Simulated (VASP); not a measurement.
# GaN (Fm-3m) in VASP: further runs

GaN is run at these levels: HF, r2SCAN, PBE-based screened hybrid with 25 % exact exchange; tasks: single point, relaxation of cell and atoms.

Program: VASP 6.6.1. These are calculated values, not measurements. Logs are shortened: lines on timing, memory, paths and dates and some standing lists are left out, and cuts for length are marked.

**1. The cell of the first run**

It takes space group Fm-3m (No. 225, cubic). Conventional cell: a = 4.200 Å, b = 4.200 Å, c = 4.200 Å, α = 90.00°, β = 90.00°, γ = 90.00°. Ga (site symmetry m-3m) has 6 N at 2.10 Å within 2.8 Å. N (site symmetry m-3m) has 6 Ga at 2.10 Å within 2.8 Å.

**2. Single point, HF**

POSCAR reads:

```
GaN
1.0
    0.0000000000      2.0999712173      2.0999712173
    2.0999712173      0.0000000000      2.0999712173
    2.0999712173      2.0999712173      0.0000000000
Ga N
1 1
Direct
    0.0000000000      0.0000000000      0.0000000000
    0.5000000000      0.5000000000      0.5000000000
```

INCAR.step1 reads:

```
SYSTEM = GaN
  PREC = Accurate
  ENCUT = 520
  EDIFF = 1E-5
  ISMEAR = -1
  SIGMA = 0.05
  LREAL = .FALSE.
  LASPH = .TRUE.
  NELM = 80
  ALGO = Normal
  ISIF = 2
  LWAVE = .TRUE.
  LCHARG = .FALSE.
  NBANDS = 16
  GGA = PE
```

INCAR.step2 reads:

```
SYSTEM = GaN
  PREC = Accurate
  ENCUT = 520
  EDIFF = 1E-7
  ISMEAR = -1
  SIGMA = 0.05
  LREAL = .FALSE.
  LASPH = .TRUE.
  NELM = 80
  ALGO = Normal
  ISIF = 2
  LWAVE = .FALSE.
  LCHARG = .FALSE.
  GGA = PE
  LHFCALC = .TRUE.
  AEXX = 1.0
  ALDAC = 0.0
  AGGAC = 0.0
  PRECFOCK = Normal
  NBANDS = 16
  ISTART = 1
```

KPOINTS reads:

```
Automatic mesh
0
G
  6 6 6
  0 0 0
```

Potentials or basis: VASP PAW PBE potentials, release 64 (Ga_d, N).

Started as:

```
$ cat potpaw_PBE.64/Ga_d/POTCAR potpaw_PBE.64/N/POTCAR > POTCAR
$ cp INCAR.step1 INCAR
$ mpirun -np 1 vasp_std > vasp.out
$ cp INCAR.step2 INCAR
$ mpirun -np 1 vasp_std > vasp.out
```

OUTCAR:

```text
SYSTEM = GaN
   PREC = Accurate
   ENCUT = 520
   EDIFF = 1E-7
   ISMEAR = -1
   LREAL = .FALSE.
   LASPH = .TRUE.
   NELM = 80
   ISIF = 2
   GGA = PE
   LHFCALC = .TRUE.
   AEXX = 1.0
   PRECFOCK = Normal
   ISTART = 1

 ion  position               nearest neighbor table
   1  0.000  0.000  0.000-   2 2.10   2 2.10   2 2.10   2 2.10   2 2.10   2 2.10
   2  0.500  0.500  0.500-   1 2.10   1 2.10   1 2.10   1 2.10   1 2.10   1 2.10

  LATTYP: Found a face centered cubic cell.
 ALAT       =     4.1999424346

  Lattice vectors:

 A1 = (   0.0000000000,   2.0999712173,   2.0999712173)
 A2 = (   2.0999712173,   0.0000000000,   2.0999712173)
 A3 = (   2.0999712173,   2.0999712173,   0.0000000000)

Analysis of symmetry for initial positions (statically):
=====================================================================
 Subroutine PRICEL returns:
 Original cell was already a primitive cell.

 Routine SETGRP: Setting up the symmetry group for a
 face centered cubic supercell.

 Subroutine GETGRP returns: Found 48 space group operations
 (whereof 48 operations were pure point group operations)
 out of a pool of 48 trial point group operations.

The static configuration has the point symmetry O_h .

Analysis of symmetry for dynamics (positions and initial velocities):
=====================================================================
 Subroutine PRICEL returns:
 Original cell was already a primitive cell.

 Routine SETGRP: Setting up the symmetry group for a
 face centered cubic supercell.

 Subroutine GETGRP returns: Found 48 space group operations
 (whereof 48 operations were pure point group operations)
 out of a pool of 48 trial point group operations.

The dynamic configuration has the point symmetry O_h .

 Subroutine INISYM returns: Found 48 space group operations
 (whereof 48 operations are pure point group operations),
 and found     1 'primitive' translations

----------------------------------------------------------------------------------------

                                     Primitive cell

  volume of cell :      18.5212

  direct lattice vectors                    reciprocal lattice vectors
     0.000000000  2.099971217  2.099971217    -0.238098501  0.238098501  0.238098501
     2.099971217  0.000000000  2.099971217     0.238098501 -0.238098501  0.238098501
     2.099971217  2.099971217  0.000000000     0.238098501  0.238098501 -0.238098501

  length of vectors
     2.969807776  2.969807776  2.969807776     0.412398702  0.412398702  0.412398702

  position of ions in fractional coordinates (direct lattice)
     0.000000000  0.000000000  0.000000000
     0.500000000  0.500000000  0.500000000

  ion indices of the primitive-cell ions
   primitive index   ion index
                 1           1
                 2           2

----------------------------------------------------------------------------------------

 KPOINTS: Automatic mesh

Automatic generation of k-mesh.
 Grid dimensions read from file:
 generate k-points for:    6    6    6

 Generating k-lattice:

  Cartesian coordinates                     Fractional coordinates (reciprocal lattice)
    -0.039683084  0.039683084  0.039683084     0.166666667  0.000000000  0.000000000
     0.039683084 -0.039683084  0.039683084     0.000000000  0.166666667  0.000000000
     0.039683084  0.039683084 -0.039683084     0.000000000  0.000000000  0.166666667

  Length of vectors
     0.068733117  0.068733117  0.068733117

  Shift w.r.t. Gamma in fractional coordinates (k-lattice)
     0.000000000  0.000000000  0.000000000

 Subroutine IBZKPT returns following result:
 ===========================================

 Found     16 irreducible k-points:

 Following reciprocal coordinates:
            Coordinates               Weight
  0.000000  0.000000  0.000000      1.000000
  0.166667  0.000000  0.000000      8.000000
  0.333333  0.000000  0.000000      8.000000
  0.500000  0.000000  0.000000      4.000000
  0.166667  0.166667  0.000000      6.000000
  0.333333  0.166667  0.000000     24.000000
[... 8 lines left out ...]
 -0.333333  0.333333  0.166667     24.000000
 -0.333333  0.500000  0.166667     12.000000
   k-points           NKPTS =     16   k-points in BZ     NKDIM =    216   number of bands    NBANDS=     16
   number of dos      NEDOS =    301   number of ions     NIONS =      2
   total plane-waves  NPLWV =  13824
   dimension x,y,z NGX =    24 NGY =   24 NGZ =   24
   dimension x,y,z NGXF=    48 NGYF=   48 NGZF=   48
   ions per type =               1   1
   NGX,Y,Z   is equivalent  to a cutoff of  13.43, 13.43, 13.43 a.u.
   NGXF,Y,Z  is equivalent  to a cutoff of  26.87, 26.87, 26.87 a.u.
 SYSTEM =  GaN
   PREC   = accura    normal or accurate (medium, high low for compatibility)
   ISTART =      1    job   : 0-new  1-cont  2-samecut
   ICHARG =      0    charge: 1-file 2-atom 10-const
   ISPIN  =      1    spin polarized calculation?
   LNONCOLLINEAR =      F non collinear calculations
   LSORBIT =      F    spin-orbit coupling
   LASPH  =      T    aspherical Exc in radial PAW
   ENCUT  =  520.0 eV  38.22 Ry    6.18 a.u.   5.52  5.52  5.52*2*pi/ulx,y,z
   NELM   =     80;   NELMIN=  2; NELMDL=  0     # of ELM steps
   EDIFF  = 0.1E-06   stopping-criterion for ELM
   LREAL  =      F    real-space projection
   EDIFFG = 0.1E-05   stopping-criterion for IOM
   NSW    =      0    number of steps for IOM
   IBRION =     -1    ionic relax: 0-MD 1-quasi-New 2-CG
   NFREE  =      0    steps in history (QN), initial steepest desc. (CG)
   ISIF   =      2    stress and relaxation
   ISYM   =      3    0-nonsym 1-usesym 2-fastsym
   POTIM  = 0.5000    time-step for ionic-motion
   TEBEG  =    0.0;   TEEND  =   0.0 temperature during run
   PSTRESS=    0.0 pullay stress
   NELECT =      18.0000    total number of electrons
   NUPDOWN=      -1.0000    fix difference up-down
   EMIN   =  10.00;   EMAX   =-10.00  energy-range for DOS
   EFERMI =   0.00;   METHOD = LEGACY
   ISMEAR =    -1;   SIGMA  =   0.05  broadening in eV -4-tet -1-fermi 0-gaus
   EFERMI_NEDOS =   21; number of points for ismear=-14 and -15
   IALGO  =     38    algorithm
   IMIX   =      1    mixing-type and parameters
     AMIX     =   0.40;   BMIX     =  1.00
     AMIX_MAG =   1.60;   BMIX_MAG =  1.00
  volume/ion in A,a.u.               =       9.26        62.49
  Fermi-wavevector in a.u.,A,eV,Ry     =   1.621595  3.064370 35.777465  2.629569
  Thomas-Fermi vector in A             =   2.715345
   LORBIT       =      0    0 simple, 1 ext, 2 COOP (PROOUT), +10 PAW based schemes
   GGA     = PE    functional components
   LHFCALC =     T    Hartree Fock is set to
   PRECFOCK=normal    Normal, Fast or Accurate (Low or Medium for compatibility)
   ENCUT4O =  -1.0   cutoff for four orbital integrals eV
   NKREDX  =     1    reduce k-point grid by
   NKREDY  =     1    reduce k-point grid by
   NKREDZ  =     1    reduce k-point grid by
   AEXX    =    1.0000 exact exchange contribution
   HFSCREEN=    0.0000 screening length (either q_TF or 0.3 A-1)
   HFSCREENC=   0.0000 screening length for correlation (either q_TF or 0.3 A-1)
   ENCUTFOCK=  -1.0 apply spherical cutoff to Coloumb kernel
   IVDW    =     0    specifies the selected vdW correction
   LEPSILON=     F    determine dielectric tensor
   LRPA    =     F    only Hartree local field effects (RPA)
 non-spin polarized calculation
  energy-cutoff  :      520.00
  volume of cell :       18.52
 maximum number of plane-waves:       531
 NGX is ok and might be reduce to    24
  NGX = 18; NGY = 18; NGZ = 18

 number of electron      18.0000005 magnetization

 Free energy of the ion-electron system (eV)
  ---------------------------------------------------
  ext. energy  EPLUGINS =         0.00000000
  ---------------------------------------------------
  free energy    TOTEN  =       -22.70793065 eV

  energy without entropy =      -22.70793065  energy(sigma->0) =      -22.70793065

 E-fermi :   5.8377     XC(G=0):   0.0000

 val. band max:        4.6608786217   @ k =  -0.1667   0.1667   0.0000
 cond. band min:      14.4383235034   @ k =   0.5000   0.5000   0.0000
 fundamental gap:      9.7774448817
 Fermi energy:         5.8377203809

 k-point     1 :       0.0000    0.0000    0.0000
  band No.  band energies     occupation
      1     -19.0074      2.00000
      2     -18.4171      2.00000
      3     -18.4171      2.00000
      4     -18.2841      2.00000
      5     -18.2841      2.00000
      6     -18.2841      2.00000
[... 8 lines left out ...]
     15      32.7402      0.00000
     16      32.7402      0.00000

 k-point     2 :       0.1667    0.0000    0.0000
  band No.  band energies     occupation
      1     -18.4612      2.00000
      2     -18.4612      2.00000
      3     -18.4048      2.00000
      4     -18.2485      2.00000
      5     -18.2485      2.00000
      6     -18.2272      2.00000
[... 8 lines left out ...]
     15      31.7661      0.00000
     16      31.7661      0.00000

 k-point     3 :       0.3333    0.0000    0.0000
  band No.  band energies     occupation
      1     -18.5606      2.00000
      2     -18.5606      2.00000
      3     -18.3667      2.00000
      4     -18.1644      2.00000
      5     -18.1644      2.00000
      6     -16.5438      2.00000
[... 8 lines left out ...]
     15      35.2047      0.00000
     16      35.2047      0.00000

 k-point     4 :       0.5000    0.0000    0.0000
  band No.  band energies     occupation
      1     -18.6114      2.00000
      2     -18.6114      2.00000
      3     -18.3871      2.00000
      4     -18.1205      2.00000
      5     -18.1204      2.00000
      6     -15.2434      2.00000
[... 8 lines left out ...]
     15      39.8147      0.00000
     16      39.8147      0.00000

 k-point     5 :       0.1667    0.1667    0.0000
  band No.  band energies     occupation
      1     -18.8208      2.00000
      2     -18.3955      2.00000
      3     -18.3186      2.00000
      4     -18.2333      2.00000
      5     -18.2333      2.00000
      6     -17.8092      2.00000
[... 8 lines left out ...]
     15      36.5342      0.00000
     16      36.5342      0.00000

 k-point     6 :       0.3333    0.1667    0.0000
  band No.  band energies     occupation
      1     -18.9381      2.00000
      2     -18.4421      2.00000
      3     -18.3381      2.00000
      4     -18.2044      2.00000
      5     -18.1551      2.00000
      6     -16.3006      2.00000
[... 8 lines left out ...]
     15      36.6005      0.00000
     16      37.8570      0.00000
[... 115 lines left out ...]
 k-point    13 :       0.5000    0.5000    0.0000
  band No.  band energies     occupation
      1     -19.6278      2.00000
      2     -18.4232      2.00000
      3     -18.3302      2.00000
      4     -18.0474      2.00000
      5     -18.0474      2.00000
      6     -12.3778      2.00000
[... 8 lines left out ...]
     15      44.5472      0.00000
     16      45.0508      0.00000

 k-point    14 :       0.5000    0.3333    0.1667
  band No.  band energies     occupation
      1     -19.1434      2.00000
      2     -18.4753      2.00000
      3     -18.3281      2.00000
      4     -18.1849      2.00000
      5     -18.1155      2.00000
      6     -14.5180      2.00000
[... 8 lines left out ...]
     15      38.4063      0.00000
     16      40.7710      0.00000

 k-point    15 :      -0.3333    0.3333    0.1667
  band No.  band energies     occupation
      1     -19.1992      2.00000
      2     -18.5138      2.00000
      3     -18.2796      2.00000
      4     -18.2359      2.00000
      5     -18.0793      2.00000
      6     -13.3252      2.00000
[... 8 lines left out ...]
     15      35.2388      0.00000
     16      42.5174      0.00000

 k-point    16 :      -0.3333    0.5000    0.1667
  band No.  band energies     occupation
      1     -19.4272      2.00000
      2     -18.4360      2.00000
      3     -18.3464      2.00000
      4     -18.1604      2.00000
      5     -18.0474      2.00000
      6     -12.5403      2.00000
[... 8 lines left out ...]
     15      38.1453      0.00000
     16      44.7806      0.00000

------------------------ aborting loop because EDIFF is reached ----------------------------------------

  FORCE on cell =-STRESS in cart. coord.  units (eV):
  Direction    XX          YY          ZZ          XY          YZ          ZX
  --------------------------------------------------------------------------------------
  -------------------------------------------------------------------------------------
  Total        0.2221636      0.2221636      0.2221636     -0.0000000     -0.0000000      0.0000000
  in kB       19.2182375     19.2182375     19.2182375     -0.0000000     -0.0000000      0.0000000
  external PRESSURE =      19.2182375 kB  Pullay stress =       0.0000000 kB

 VOLUME and BASIS-vectors are now :
 -----------------------------------------------------------------------------
  energy-cutoff  :      520.00
  volume of cell :       18.52
      direct lattice vectors                 reciprocal lattice vectors
     0.000000000  2.099971217  2.099971217    -0.238098501  0.238098501  0.238098501
     2.099971217  0.000000000  2.099971217     0.238098501 -0.238098501  0.238098501
     2.099971217  2.099971217  0.000000000     0.238098501  0.238098501 -0.238098501

 POSITION                                       TOTAL-FORCE (eV/Angst)
 -----------------------------------------------------------------------------------
      0.00000      0.00000      0.00000         0.000000      0.000000     -0.000000
      2.09997      2.09997      2.09997         0.000000      0.000000      0.000000
 -----------------------------------------------------------------------------------
    total drift:                               -0.000000     -0.000000     -0.000000

  FREE ENERGIE OF THE ION-ELECTRON SYSTEM (eV)
  ---------------------------------------------------
  free  energy   TOTEN  =       -22.7079306537 eV

  energy  without entropy=      -22.7079306537  energy(sigma->0) =      -22.70793065
```

Wall time 40 min (1 thread of Intel Xeon Platinum 8259CL at 2.50GHz (Skylake/Cascade Lake), shared host); peak memory 0.15 GiB.

What came out:

* Free energy: -22.7079 eV
* Pressure: 1.9 GPa
* Band gap on the k mesh: 9.78 eV (least direct gap 12.43 eV)

Caveat: the k points lie up to 0.43 Å⁻¹ apart; the PAW data sets were made with another functional, which shifts forces and pressure a little.

**3. Single point, r2SCAN, non-collinear spin, zero start, spin-orbit coupling**

This run uses another cell than the first one, of 9.74 Å³/atom.

POSCAR reads:

```
GaN
1.0
    0.0000000000      2.1352350000      2.1352350000
    2.1352350000      0.0000000000      2.1352350000
    2.1352350000      2.1352350000      0.0000000000
Ga N
1 1
Direct
    0.0000000000      0.0000000000      0.0000000000
    0.5000000000      0.5000000000      0.5000000000
```

INCAR.step1 reads:

```
ALGO = Normal
EDIFF = 1E-5
ENCUT = 1460
GGA = PE
GGA_COMPAT = False
ISMEAR = -1
LASPH = True
LCHARG = False
LREAL = False
LSORBIT = True
LWAVE = True
MAGMOM = 0 0 0 0 0 0
NBANDS = 30
NELM = 200
PREC = Accurate
SIGMA = 0.05
```

INCAR.step2 reads:

```
ALGO = Normal
EDIFF = 1E-6
ENCUT = 1460
GGA_COMPAT = False
ISIF = 2
ISMEAR = -1
ISTART = 1
LASPH = True
LCHARG = True
LMIXTAU = True
LORBIT = 11
LORBMOM = True
LREAL = False
LSORBIT = True
LVHAR = True
LWAVE = False
MAGMOM = 0 0 0 0 0 0
METAGGA = R2SCAN
NBANDS = 30
NELM = 200
PREC = Accurate
SIGMA = 0.05
```

KPOINTS reads:

```
k-points
0
Gamma
  8 8 8
```

Potentials or basis: VASP PAW PBE potentials, release 64 (Ga_d, N_h).

Started as:

```
$ cat potpaw_PBE.64/Ga_d/POTCAR potpaw_PBE.64/N_h/POTCAR > POTCAR
$ cp INCAR.step1 INCAR
$ mpirun -np 1 vasp_ncl > vasp.out
$ cp INCAR.step2 INCAR
$ mpirun -np 1 vasp_ncl > vasp.out
```

Wall time 8.8 min (1 thread of Intel Xeon 6975P-C (Granite Rapids), shared host); peak memory 0.68 GiB.

The run converged. Its results:

| Property | Result |
| --- | --- |
| Free energy | -20.9680 eV |
| Pressure | -7.5 GPa |
| Net moment | 0.00 μB per cell |
| Valence electrons inside the program's atomic spheres | Ga 11.55; N 2.21 |

Moments on the atoms (μB; x, y, z):
```
Ga  0.00 0.00 0.00
N   0.00 0.00 0.00
```

Caveat: the cell stands under tension; the PAW data sets were made with another functional, which shifts forces and pressure a little.

[end of part 1 of 2]
